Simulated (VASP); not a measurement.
# SrO (Fm-3m) in VASP: notebook

The runs below take SrO through single point, with PBE.

All numbers are computed with VASP 6.6.1; they aren't measurements. Logs are shortened: lines on timing, memory, paths and dates and some standing lists are left out, and cuts for length are marked.

### 1 The cell of the first run

The structure is cubic, space group Fm-3m (No. 225). The conventional cell has a = 5.157 Å, b = 5.157 Å, c = 5.157 Å, α = 90.00°, β = 90.00°, γ = 90.00°. Within 3.4 Å of Sr (site symmetry m-3m) lie 6 O at 2.58 Å. O (site symmetry m-3m) has 6 Sr at 2.58 Å within 3.4 Å.

### 2 Single point, PBE

Input file INCAR:

```
SYSTEM = SrO
PREC     = Accurate       ! precision mode
ENCUT    = 520            ! plane-wave cutoff, eV
EDIFF    = 1E-6           ! SCF threshold, eV
ISMEAR   = 0              ! smearing method
SIGMA    = 0.05           ! smearing width, eV
LREAL    = .FALSE.        ! projectors in reciprocal space
LASPH    = .TRUE.         ! aspherical terms in the spheres
NELM     = 100            ! most SCF steps
ALGO     = Normal         ! electronic algorithm
ISIF     = 2              ! what is computed and relaxed
LWAVE    = .FALSE.        ! write WAVECAR
LCHARG   = .FALSE.        ! write CHGCAR
GGA      = PE             ! functional
NBANDS   = 15             ! bands
```

Input file KPOINTS:

```
regular mesh
0
G
  12 12 12
  0 0 0
```

Input file POSCAR:

```
SrO
1.0
    0.0000000000      2.5783366668      2.5783366668
    2.5783366668      0.0000000000      2.5783366668
    2.5783366668      2.5783366668      0.0000000000
Sr O
1 1
Direct
    0.5000000000      0.5000000000      0.5000000000
    0.0000000000      0.0000000000      0.0000000000
```

Potentials or basis: VASP PAW PBE potentials, release 64 (Sr_sv, O).

Launch:

```bash
cat potpaw_PBE.64/Sr_sv/POTCAR potpaw_PBE.64/O/POTCAR > POTCAR
mpirun -np 1 vasp_std > vasp.out
```

OUTCAR:

```text
SYSTEM = SrO
   PREC = Accurate
   ENCUT = 520
   EDIFF = 1E-6
   ISMEAR = 0
   LREAL = .FALSE.
   LASPH = .TRUE.
   NELM = 100
   ISIF = 2
   GGA = PE

 ion  position               nearest neighbor table
   1  0.500  0.500  0.500-   2 2.58   2 2.58   2 2.58   2 2.58   2 2.58   2 2.58
   2  0.000  0.000  0.000-   1 2.58   1 2.58   1 2.58   1 2.58   1 2.58   1 2.58

  LATTYP: Found a face centered cubic cell.
 ALAT       =     5.1566733336

  Lattice vectors:

 A1 = (   0.0000000000,   2.5783366668,   2.5783366668)
 A2 = (   2.5783366668,   0.0000000000,   2.5783366668)
 A3 = (   2.5783366668,   2.5783366668,   0.0000000000)

Analysis of symmetry for initial positions (statically):
=====================================================================
 Subroutine PRICEL returns:
 Original cell was already a primitive cell.

 Routine SETGRP: Setting up the symmetry group for a
 face centered cubic supercell.

 Subroutine GETGRP returns: Found 48 space group operations
 (whereof 48 operations were pure point group operations)
 out of a pool of 48 trial point group operations.

The static configuration has the point symmetry O_h .

Analysis of symmetry for dynamics (positions and initial velocities):
=====================================================================
 Subroutine PRICEL returns:
 Original cell was already a primitive cell.

 Routine SETGRP: Setting up the symmetry group for a
 face centered cubic supercell.

 Subroutine GETGRP returns: Found 48 space group operations
 (whereof 48 operations were pure point group operations)
 out of a pool of 48 trial point group operations.

The dynamic configuration has the point symmetry O_h .

 Subroutine INISYM returns: Found 48 space group operations
 (whereof 48 operations are pure point group operations),
 and found     1 'primitive' translations

----------------------------------------------------------------------------------------

                                     Primitive cell

  volume of cell :      34.2806

  direct lattice vectors                    reciprocal lattice vectors
     0.000000000  2.578336667  2.578336667    -0.193923473  0.193923473  0.193923473
     2.578336667  0.000000000  2.578336667     0.193923473 -0.193923473  0.193923473
     2.578336667  2.578336667  0.000000000     0.193923473  0.193923473 -0.193923473

  length of vectors
     3.646318683  3.646318683  3.646318683     0.335885307  0.335885307  0.335885307

  position of ions in fractional coordinates (direct lattice)
     0.500000000  0.500000000  0.500000000
     0.000000000  0.000000000  0.000000000

  ion indices of the primitive-cell ions
   primitive index   ion index
                 1           1
                 2           2

----------------------------------------------------------------------------------------
[... 87 lines left out ...]
   IALGO  =     38    algorithm
   IMIX   =      4    mixing-type and parameters
     AMIX     =   0.40;   BMIX     =  1.00
     AMIX_MAG =   1.60;   BMIX_MAG =  1.00
  volume/ion in A,a.u.               =      17.14       115.67
  Fermi-wavevector in a.u.,A,eV,Ry     =   1.269887  2.399739 21.940944  1.612614
  Thomas-Fermi vector in A             =   2.402904
   LORBIT       =      0    0 simple, 1 ext, 2 COOP (PROOUT), +10 PAW based schemes
   GGA     = PE    functional components
   LHFCALC =     F    Hartree Fock is set to
   AEXX    =    0.0000 exact exchange contribution
   IVDW    =     0    specifies the selected vdW correction
   LEPSILON=     F    determine dielectric tensor
   LRPA    =     F    only Hartree local field effects (RPA)
 non-spin polarized calculation
 Gauss-broadening in eV      SIGMA  =   0.05
  energy-cutoff  :      520.00
  volume of cell :       34.28
 maximum number of plane-waves:       941
   NGX = 13   NGY = 13   NGZ = 13

 number of electron      15.9999998 magnetization

 Free energy of the ion-electron system (eV)
  ---------------------------------------------------
  ext. energy  EPLUGINS =         0.00000000
  ---------------------------------------------------
  free energy    TOTEN  =       -12.04695792 eV

  energy without entropy =      -12.04695792  energy(sigma->0) =      -12.04695792

 E-fermi :   1.8261     XC(G=0):  -9.9861

 val. band max:        1.6230355661   @ k =   0.0000   0.0000   0.0000
 cond. band min:       4.8925999734   @ k =   0.5000   0.5000   0.0000
 fundamental gap:      3.2695644073
 Fermi energy:         1.8260942448

 k-point     1 :       0.0000    0.0000    0.0000
  band No.  band energies     occupation
      1     -30.7959      2.00000
      2     -13.4567      2.00000
      3     -12.4426      2.00000
      4     -12.4426      2.00000
      5     -12.4426      2.00000
      6       1.6230      2.00000
      7       1.6230      2.00000
      8       1.6230      2.00000
      9       5.5453      0.00000
     10       7.8149      0.00000
     11       7.8149      0.00000
     12       7.8149      0.00000
     13       9.9628      0.00000
     14       9.9628      0.00000
[... 401 lines left out ...]
      2     -14.7735      2.00000
      3     -12.7458      2.00000
      4     -12.5643      2.00000
      5     -11.4802      2.00000
      6      -0.1579      2.00000
      7       0.6153      2.00000
      8       0.7767      2.00000
      9       8.0627      0.00000
     10       8.7519      0.00000
     11      10.5729      0.00000
     12      10.9561      0.00000
     13      13.2000      0.00000
     14      14.0569      0.00000
     15      15.2355      0.00000

 [... further k-points ...]

------------------------ aborting loop because EDIFF is reached ----------------------------------------

  FORCE on cell =-STRESS in cart. coord.  units (eV):
  Direction    XX          YY          ZZ          XY          YZ          ZX
  --------------------------------------------------------------------------------------
  -------------------------------------------------------------------------------------
  Total        0.5427853      0.5427853      0.5427853      0.0000000      0.0000000      0.0000000
  in kB       25.3682084     25.3682084     25.3682084      0.0000000      0.0000000      0.0000000
  external PRESSURE =      25.3682084 kB  Pullay stress =       0.0000000 kB

 VOLUME and BASIS-vectors are now :
 -----------------------------------------------------------------------------
  energy-cutoff  :      520.00
  volume of cell :       34.28
      direct lattice vectors                 reciprocal lattice vectors
     0.000000000  2.578336667  2.578336667    -0.193923473  0.193923473  0.193923473
     2.578336667  0.000000000  2.578336667     0.193923473 -0.193923473  0.193923473
     2.578336667  2.578336667  0.000000000     0.193923473  0.193923473 -0.193923473

 POSITION                                       TOTAL-FORCE (eV/Angst)
 -----------------------------------------------------------------------------------
      2.57834      2.57834      2.57834         0.000000     -0.000000      0.000000
      0.00000      0.00000      0.00000        -0.000000      0.000000     -0.000000
 -----------------------------------------------------------------------------------
    total drift:                                0.000000      0.000000      0.000000

  FREE ENERGIE OF THE ION-ELECTRON SYSTEM (eV)
  ---------------------------------------------------
  free  energy   TOTEN  =       -12.0469579160 eV

  energy  without entropy=      -12.0469579160  energy(sigma->0) =      -12.04695792
```

OSZICAR:

```text
N       E                     dE             d eps       ncg     rms          rms(c)
DAV:   1     0.602474616092E+02    0.60247E+02   -0.78095E+03  2168   0.100E+03
DAV:   2    -0.108924947997E+02   -0.71140E+02   -0.65561E+02  2987   0.212E+02
DAV:   3    -0.142012108356E+02   -0.33087E+01   -0.32967E+01  3230   0.389E+01
DAV:   4    -0.142480119985E+02   -0.46801E-01   -0.46796E-01  2613   0.380E+00
DAV:   5    -0.142484128337E+02   -0.40084E-03   -0.40083E-03  2852   0.285E-01    0.162E+01
DAV:   6    -0.121980906257E+02    0.20503E+01   -0.66988E+00  2223   0.194E+01    0.191E+01
DAV:   7    -0.120557555285E+02    0.14234E+00   -0.29885E-01  2573   0.486E+00    0.111E+01
DAV:   8    -0.120449859050E+02    0.10770E-01   -0.11918E-01  2818   0.345E+00    0.418E-01
DAV:   9    -0.120463293414E+02   -0.13434E-02   -0.58447E-03  2690   0.484E-01    0.233E-01
DAV:  10    -0.120467898524E+02   -0.46051E-03   -0.43770E-04  2349   0.197E-01    0.879E-02
DAV:  11    -0.120469398691E+02   -0.15002E-03   -0.15039E-04  2314   0.903E-02    0.275E-02
DAV:  12    -0.120469579058E+02   -0.18037E-04   -0.27825E-05  2300   0.387E-02    0.254E-02
DAV:  13    -0.120469579160E+02   -0.10232E-07   -0.16919E-06  2339   0.114E-02
   1 F= -.12046958E+02 E0= -.12046958E+02  d E =-.339133E-11
```

stdout:

```text
POSCAR found type information on POSCAR SrO
 POSCAR found :  2 types and       2 ions
 scaLAPACK will be used
 LDA part: xc-table for (Slater+PW92), standard interpolation
 POSCAR, INCAR and KPOINTS ok, starting setup
 FFT: planning ... GRIDC
 FFT: planning ... GRID_SOFT
 FFT: planning ... GRID
 WAVECAR not read
 entering main loop
```

It took 87 s on 1 thread of AMD EPYC 7R13, shared host; peak memory 0.15 GiB.

Results:

* Free energy: -12.0470 eV
* Pressure: 2.5 GPa
* Band gap on the k mesh: 3.27 eV, indirect (least direct gap 3.36 eV)

A k mesh can miss the band edges. A hybrid or GW would open this gap; PBE tends to underestimate it.

(Part 1 of 2 ends here.)
